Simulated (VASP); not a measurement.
GaO:

```
Ga O
1.0
     3.07483    0.00000    0.00000
    -1.53741    2.66288    0.00000
     0.00000    0.00000   13.07726
Ga O
4 4
Direct
  0.33333 0.66667 0.42500
  0.33333 0.66667 0.57500
  0.00000 0.00000 0.07500
  0.00000 0.00000 0.92500
  0.66667 0.33333 0.15000
  0.66667 0.33333 0.85000
  0.00000 0.00000 0.35000
  0.00000 0.00000 0.65000
```

```yaml
Program: VASP 6.6.1
Task: relaxation of cell and atoms
Functional: PBE
Potentials_or_basis: VASP PAW PBE potentials, release 64 (Ga_d, O)
Cutoff: 600 eV
k_mesh: 6 × 6 × 2
Occupations: gaussian, width 0.1 eV
Spin: no spin polarisation
```

At the start: pressure 9.8 GPa; volume 13.38 Å³/atom.

**Question.** Where does the relaxation end?

**Answer.** Over 11 steps the energy falls by 579.9 meV/atom and the volume is 14.29 Å³/atom (+6.7 %); space group P-6m2 (No. 187, to 0.05 Å).

The path:
```
step  energy change (eV)  largest force (eV/Å)  pressure (GPa)  volume (Å³)
   1              0.0000               11.4392            9.79       107.08
   2              1.4421                4.1449           29.90       119.02
   3             -4.4552                1.1045            4.79       111.64
   4             -4.5387                0.6420            4.14       111.23
   5             -4.5802                0.0549            3.47       110.67
   6             -4.5798                0.0455            3.55       110.74
   7             -4.6245                0.3010           -1.40       115.13
   8             -4.6283                0.2407           -0.33       114.15
   9             -4.6376                0.0840           -0.14       114.27
  10             -4.6384                0.0966           -0.04       114.32
  11             -4.6395                0.0275           -0.01       114.29
```

Final structure:
```
Ga O
1.0
     3.10939    0.00000    0.00000
    -1.55469    2.69281    0.00000
     0.00000    0.00000   13.64967
Ga O
4 4
Direct
  0.33333 0.66667 0.40815
  0.33333 0.66667 0.59185
  0.00000 0.00000 0.09187
  0.00000 0.00000 0.90813
  0.66667 0.33333 0.14531
  0.66667 0.33333 0.85469
  0.00000 0.00000 0.35463
  0.00000 0.00000 0.64537
```

Caveat: the relaxation stopped at a loose force limit of 0.05 eV/Å, so its end isn't a converged minimum.
